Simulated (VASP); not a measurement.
SnPbF4, 12 atoms in the cell. It takes space group P4/nmm (No. 129, tetragonal). The conventional cell has a = 4.283 Å, b = 4.283 Å, c = 10.629 Å, α = 90.00°, β = 90.00°, γ = 90.00°. Sn (site symmetry 4mm) has 5 F at 2.09 to 2.24 Å within 2.8 Å. Within 3.3 Å of Pb (site symmetry 4mm) lie 13 F at 2.50 to 3.09 Å. F (site symmetry 4mm) has 1 Sn at 2.09 Å and 8 F at 2.57 to 2.79 Å within 2.8 Å. Within 3.3 Å of F (site symmetry -4m2) lie 4 Pb at 2.50 Å and 10 F at 2.79 to 3.21 Å. Within 3.3 Å of F (site symmetry 2mm) lie 2 Sn at 2.24 Å and 7 F at 2.57 to 3.21 Å and 2 Pb at 2.87 Å. 

```yaml
Program: VASP 6.6.1
Task: single point
Functional: r2SCAN
Potentials_or_basis: VASP PAW PBE potentials, release 64 (Sn_d, Pb_d, F)
Cutoff: 520 eV
k_mesh: 6 × 6 × 2
Occupations: gaussian, width 0.02 eV
Spin: no spin polarisation
Dipole_correction: no
Further_INCAR_settings: ALGO = Normal; EDIFF = 1e-07; NBANDS = 68
```

Potentials or basis: VASP PAW PBE potentials, release 64 (Sn_d, Pb_d, F).

The run is started by

```sh
$ cat potpaw_PBE.64/Sn_d/POTCAR potpaw_PBE.64/Pb_d/POTCAR potpaw_PBE.64/F/POTCAR > POTCAR
$ cp INCAR.step1 INCAR
$ mpirun -np 1 vasp_std > vasp.out
$ cp INCAR.step2 INCAR
$ mpirun -np 1 vasp_std > vasp.out
```

Hardware: 1 thread of Intel(R) Xeon(R) Platinum 8488C (Sapphire Rapids) (shared host).

Question: Estimate the wall time of this run.

Answer: It took 13 min on 1 thread of Intel(R) Xeon(R) Platinum 8488C (Sapphire Rapids) (shared host), peak memory 0.43 GiB. Counts: k points 20.
